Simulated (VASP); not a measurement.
# Mg (P6_3/mmc) in VASP: vibrations by perturbation theory with LDA

Aim: the vibrations by perturbation theory of Mg with LDA.

Program: VASP 6.6.1. These are calculated values, not measurements. Logs are shortened: lines on timing, memory, paths and dates and some standing lists are left out, and cuts for length are marked.

### Step 1. The cell of the first run

Symmetry: P6_3/mmc, No. 194, hexagonal system. Conventional cell: a = 3.143 Å, b = 3.143 Å, c = 5.063 Å, α = 90.00°, β = 90.00°, γ = 120.00°. Mg (site symmetry -6m2) has 12 Mg at 3.11 to 3.14 Å within 4.1 Å.

### Step 2. Vibrations by perturbation theory, LDA

File INCAR:

```
PREC = Accurate ; ENCUT = 520
EDIFF = 1E-8 ; ISMEAR = -1
SIGMA = 0.15 ; LREAL = False
LASPH = True ; NELM = 100
ALGO = Normal ; ISIF = 2
LWAVE = False ; LCHARG = False
IBRION = 8 ; NSW = 1
```

File KPOINTS:

```
regular mesh
0
Gamma
  12 12 6
```

File POSCAR:

```
Mg
1.0
    3.1427261966      0.0000000000      0.0000000000
   -1.5713630983      2.7216807234      0.0000000000
    0.0000000000      0.0000000000      5.0627090404
Mg
2
Direct
    0.3333333333      0.6666666667      0.2500000000
    0.6666666667      0.3333333333      0.7500000000
```

Potentials or basis: VASP PAW LDA potentials, release 64 (Mg).

Command:

```
> cat potpaw_LDA.64/Mg/POTCAR > POTCAR
> mpirun -np 1 vasp_std > vasp.out
```

OUTCAR:

```text
PREC = Accurate
   ENCUT = 520
   EDIFF = 1E-8
   ISMEAR = -1
   LREAL = False
   LASPH = True
   NELM = 100
   ISIF = 2
   IBRION = 8
   NSW = 1

 ion  position               nearest neighbor table
   1  0.333  0.667  0.250-   2 3.11   2 3.11   2 3.11   2 3.11   2 3.11   2 3.11
   2  0.667  0.333  0.750-   1 3.11   1 3.11   1 3.11   1 3.11   1 3.11   1 3.11

  LATTYP: Found a hexagonal cell.
 ALAT       =     3.1427261966
 C/A-ratio  =     1.6109290863

  Lattice vectors:

 A1 = (   3.1427261966,   0.0000000000,   0.0000000000)
 A2 = (  -1.5713630983,   2.7216807234,   0.0000000000)
 A3 = (   0.0000000000,   0.0000000000,   5.0627090404)

Analysis of symmetry for initial positions (statically):
=====================================================================
 Subroutine PRICEL returns:
 Original cell was already a primitive cell.

 Routine SETGRP: Setting up the symmetry group for a
 hexagonal supercell.

 Subroutine GETGRP returns: Found 24 space group operations
 (whereof 12 operations were pure point group operations)
 out of a pool of 24 trial point group operations.

The static configuration has the point symmetry D_3d.
 The point group associated with its full space group is D_6h.

Analysis of symmetry for dynamics (positions and initial velocities):
=====================================================================
 Subroutine PRICEL returns:
 Original cell was already a primitive cell.

 Routine SETGRP: Setting up the symmetry group for a
 hexagonal supercell.

 Subroutine GETGRP returns: Found 24 space group operations
 (whereof 12 operations were pure point group operations)
 out of a pool of 24 trial point group operations.

The dynamic configuration has the point symmetry D_3d.
 The point group associated with its full space group is D_6h.

 Subroutine INISYM returns: Found 24 space group operations
 (whereof 12 operations are pure point group operations),
 and found     1 'primitive' translations

----------------------------------------------------------------------------------------

                                     Primitive cell

  volume of cell :      43.3039

  direct lattice vectors                    reciprocal lattice vectors
     3.142726197  0.000000000  0.000000000     0.318195076  0.183710013  0.000000000
    -1.571363098  2.721680723  0.000000000     0.000000000  0.367420025  0.000000000
     0.000000000  0.000000000  5.062709040     0.000000000  0.000000000  0.197522708

  length of vectors
     3.142726197  3.142726197  5.062709040     0.367420025  0.367420025  0.197522708

  position of ions in fractional coordinates (direct lattice)
     0.333333333  0.666666667  0.250000000
     0.666666667  0.333333333  0.750000000

  ion indices of the primitive-cell ions
   primitive index   ion index
                 1           1
                 2           2

----------------------------------------------------------------------------------------

 KPOINTS: regular mesh

Automatic generation of k-mesh.
 Grid dimensions read from file:
 generate k-points for:   12   12    6

 Generating k-lattice:

  Cartesian coordinates                     Fractional coordinates (reciprocal lattice)
     0.026516256  0.015309168  0.000000000     0.083333333  0.000000000  0.000000000
     0.000000000  0.030618335  0.000000000     0.000000000  0.083333333  0.000000000
     0.000000000  0.000000000  0.032920451     0.000000000  0.000000000  0.166666667

  Length of vectors
     0.030618335  0.030618335  0.032920451

  Shift w.r.t. Gamma in fractional coordinates (k-lattice)
     0.000000000  0.000000000  0.000000000

 Subroutine IBZKPT returns following result:
 ===========================================

 Found     76 irreducible k-points:

 Following reciprocal coordinates:
            Coordinates               Weight
  0.000000  0.000000  0.000000      1.000000
  0.083333  0.000000  0.000000      6.000000
  0.166667  0.000000  0.000000      6.000000
  0.250000 -0.000000  0.000000      6.000000
  0.333333  0.000000  0.000000      6.000000
  0.416667 -0.000000  0.000000      6.000000
[... 16 lines left out ...]
  0.250000 -0.000000  0.166667     12.000000
  0.333333  0.000000  0.166667     12.000000
 [... further k-points ...]
   k-points           NKPTS =     76   k-points in BZ     NKDIM =     76   number of bands    NBANDS=      6
   number of dos      NEDOS =    301   number of ions     NIONS =      2
   total plane-waves  NPLWV =  23040
   dimension x,y,z NGX =    24 NGY =   24 NGZ =   40
   dimension x,y,z NGXF=    48 NGYF=   48 NGZF=   80
   ions per type =               2
   NGX,Y,Z   is equivalent  to a cutoff of  12.70, 12.70, 13.13 a.u.
   NGXF,Y,Z  is equivalent  to a cutoff of  25.39, 25.39, 26.27 a.u.
 SYSTEM =  unknown system
   PREC   = accura    normal or accurate (medium, high low for compatibility)
   ISTART =      0    job   : 0-new  1-cont  2-samecut
   ICHARG =      2    charge: 1-file 2-atom 10-const
   ISPIN  =      1    spin polarized calculation?
   LNONCOLLINEAR =      F non collinear calculations
   LSORBIT =      F    spin-orbit coupling
   LASPH  =      T    aspherical Exc in radial PAW
   ENCUT  =  520.0 eV  38.22 Ry    6.18 a.u.   5.84  5.84  9.41*2*pi/ulx,y,z
   NELM   =    100;   NELMIN=  2; NELMDL= -5     # of ELM steps
   EDIFF  = 0.1E-07   stopping-criterion for ELM
   LREAL  =      F    real-space projection
   EDIFFG = 0.1E-06   stopping-criterion for IOM
   NSW    =      1    number of steps for IOM
   IBRION =      8    ionic relax: 0-MD 1-quasi-New 2-CG
   NFREE  =      0    steps in history (QN), initial steepest desc. (CG)
   ISIF   =      2    stress and relaxation
   ISYM   =      2    0-nonsym 1-usesym 2-fastsym
   POTIM  = 0.5000    time-step for ionic-motion
   TEBEG  =    0.0;   TEEND  =   0.0 temperature during run
   PSTRESS=    0.0 pullay stress
   NELECT =       4.0000    total number of electrons
   NUPDOWN=      -1.0000    fix difference up-down
   EMIN   =  10.00;   EMAX   =-10.00  energy-range for DOS
   EFERMI =   0.00;   METHOD = LEGACY
   ISMEAR =    -1;   SIGMA  =   0.15  broadening in eV -4-tet -1-fermi 0-gaus
   EFERMI_NEDOS =   21; number of points for ismear=-14 and -15
   IALGO  =     38    algorithm
   IMIX   =      4    mixing-type and parameters
     AMIX     =   0.40;   BMIX     =  1.00
     AMIX_MAG =   1.60;   BMIX_MAG =  1.00
  volume/ion in A,a.u.               =      21.65       146.11
  Fermi-wavevector in a.u.,A,eV,Ry     =   0.740036  1.398464  7.451267  0.547653
  Thomas-Fermi vector in A             =   1.834342
   LORBIT       =      0    0 simple, 1 ext, 2 COOP (PROOUT), +10 PAW based schemes
   GGA     = CA    functional components
   LHFCALC =     F    Hartree Fock is set to
   AEXX    =    0.0000 exact exchange contribution
   IVDW    =     0    specifies the selected vdW correction
   LEPSILON=     F    determine dielectric tensor
   LRPA    =     F    only Hartree local field effects (RPA)
 non-spin polarized calculation
  energy-cutoff  :      520.00
  volume of cell :       43.30
 maximum number of plane-waves:      1184
 NGX is ok and might be reduce to    24
   NGX = 11   NGY = 11   NGZ = 19

--------------------------------------- Ionic step        1  -------------------------------------------

 number of electron       4.0000000 magnetization

 Free energy of the ion-electron system (eV)
  ---------------------------------------------------
  ext. energy  EPLUGINS =         0.00000000
  ---------------------------------------------------
  free energy    TOTEN  =        -3.65361397 eV

  energy without entropy =       -3.59660197  energy(sigma->0) =       -3.62510797

 E-fermi :   2.7583     XC(G=0):  -8.8701

 val. band max:        2.7388533693   @ k =   0.2500   0.0833   0.0000
 cond. band min:       2.7671646727   @ k =   0.2500  -0.0000   0.0000
 fundamental gap:      0.0283113034
 Fermi energy:         2.7582530359

 k-point     1 :       0.0000    0.0000    0.0000
  band No.  band energies     occupation
      1      -4.3947      2.00000
      2       1.0746      1.99997
      3       1.5809      1.99922
      4      13.9319      0.00000
      5      13.9322      0.00000
      6      14.0756      0.00000
[... 199 lines left out ...]
 k-point    24 :       0.3333    0.0000    0.1667
  band No.  band energies     occupation
      1      -2.0025      2.00000
      2       1.7072      1.99819
      3       4.3255      0.00006
      4       5.6518      0.00000
      5       7.9854      0.00000
      6      10.4143      0.00000

 [... further k-points ...]

------------------------ aborting loop because EDIFF is reached ----------------------------------------

  FORCE on cell =-STRESS in cart. coord.  units (eV):
  Direction    XX          YY          ZZ          XY          YZ          ZX
  --------------------------------------------------------------------------------------
  -------------------------------------------------------------------------------------
  Total       -0.0872668     -0.0872668     -0.0876195      0.0000000      0.0000000      0.0000000
  in kB       -3.2287372     -3.2287372     -3.2417898      0.0000000      0.0000000      0.0000000
  external PRESSURE =      -3.2330881 kB  Pullay stress =       0.0000000 kB

 VOLUME and BASIS-vectors are now :
 -----------------------------------------------------------------------------
  energy-cutoff  :      520.00
  volume of cell :       43.30
      direct lattice vectors                 reciprocal lattice vectors
     3.142726197  0.000000000  0.000000000     0.318195076  0.183710013  0.000000000
    -1.571363098  2.721680723  0.000000000     0.000000000  0.367420025  0.000000000
     0.000000000  0.000000000  5.062709040     0.000000000  0.000000000  0.197522708

 POSITION                                       TOTAL-FORCE (eV/Angst)
 -----------------------------------------------------------------------------------
     -0.00000      1.81445      1.26568        -0.000000     -0.000000      0.000000
      1.57136      0.90723      3.79703         0.000000      0.000000      0.000000
 -----------------------------------------------------------------------------------
    total drift:                                0.000000     -0.000000      0.000000

  FREE ENERGIE OF THE ION-ELECTRON SYSTEM (eV)
  ---------------------------------------------------
  free  energy   TOTEN  =        -3.6536139676 eV

  energy  without entropy=       -3.5966019687  energy(sigma->0) =       -3.62510797

[... ionic steps 2 to 3 ...]

--------------------------------------- Ionic step        4  -------------------------------------------

------------------------ aborting loop because EDIFF is reached ----------------------------------------

[... ionic steps 5 to 5 ...]

--------------------------------------- Ionic step        6  -------------------------------------------

 Free energy of the ion-electron system (eV)
  ---------------------------------------------------
  ---------------------------------------------------
  free energy    TOTEN  =        -0.00414105 eV

  energy without entropy =       -0.00414105

------------------------ aborting loop because EDIFF is reached ----------------------------------------

 INTERNAL STRAIN TENSOR  FOR ION    1  DIRECTION 3   (eV/Angst):
 -----------------------------------------------------------------------------
     0.00279 -0.00000  0.00000
     0.00000  0.00279  0.00000
     0.00000  0.00000 -0.00589

 INTERNAL STRAIN TENSOR FOR ION    2 for displacements in x,y,z  (eV/Angst):
          X           Y           Z          XY          YZ          ZX
  --------------------------------------------------------------------------------
  x     0.00000     0.00000     0.00000     0.91473     0.00000     0.00000
  y     0.91473    -0.91473     0.00000     0.00000     0.00000     0.00000
  z    -0.00000    -0.00000     0.00000    -0.00000     0.00000     0.00000

 SECOND DERIVATIVES (NOT SYMMETRIZED)
 ------------------------------------
               1X          1Y          1Z          2X          2Y          2Z
  1X    -0.767234    0.000000    0.000000    0.767234    0.000000    0.000000
  1Y     0.000000   -0.767234    0.000000    0.000000    0.767234    0.000000
  1Z    -0.000000   -0.000000   -3.035253    0.000000    0.000000    3.035253
  2X     0.767234    0.000000    0.000000   -0.767234    0.000000    0.000000
  2Y     0.000000    0.767234    0.000000    0.000000   -0.767234    0.000000
  2Z     0.000000    0.000000    3.035253   -0.000000   -0.000000   -3.035253

 Eigenvectors and eigenvalues of the dynamical matrix
 ----------------------------------------------------

   1 f  =    7.812956 THz    49.090252 2PiTHz  260.612170 cm-1    32.311776 meV
             X         Y         Z           dx          dy          dz
     -0.000000  1.814454  1.265677     0.000000    0.000000    0.707107
      1.571363  0.907227  3.797032    -0.000000   -0.000000   -0.707107
[... 16 lines left out ...]
   5 f  =    0.000000 THz     0.000000 2PiTHz    0.000000 cm-1     0.000000 meV
             X         Y         Z           dx          dy          dz
     -0.000000  1.814454  1.265677    -0.707107   -0.000000   -0.000000
      1.571363  0.907227  3.797032    -0.707107   -0.000000    0.000000

   6 f/i=    0.000000 THz     0.000000 2PiTHz    0.000002 cm-1     0.000000 meV
             X         Y         Z           dx          dy          dz
     -0.000000  1.814454  1.265677     0.000000   -0.320436   -0.630334
      1.571363  0.907227  3.797032     0.000000   -0.320436   -0.630334

--------------------------------------------------------------------------------------------------------

 ELASTIC MODULI CONTR FROM IONIC RELAXATION (kBar)
 Direction    XX          YY          ZZ          XY          YZ          ZX
 --------------------------------------------------------------------------------
 XX         -40.3499     40.3499      0.0000      0.0000      0.0000      0.0000
 YY          40.3499    -40.3499      0.0000     -0.0000      0.0000      0.0000
 ZZ           0.0000      0.0000      0.0000      0.0000      0.0000      0.0000
 XY           0.0000     -0.0000      0.0000    -40.3499      0.0000      0.0000
 YZ           0.0000      0.0000      0.0000      0.0000      0.0000      0.0000
 ZX           0.0000      0.0000      0.0000      0.0000      0.0000      0.0000
 --------------------------------------------------------------------------------
```

Wall time 35 s (1 thread of Intel Xeon 6975P-C (Granite Rapids), shared host); peak memory 0.29 GiB.

Results:

```
Highest phonon frequency at Γ : 261 cm⁻¹
```

Phonon frequencies in cm⁻¹ (negative: imaginary):
```
              q point        frequencies
(0.000, 0.000, 0.000)  0 0 0 131 131 261
```
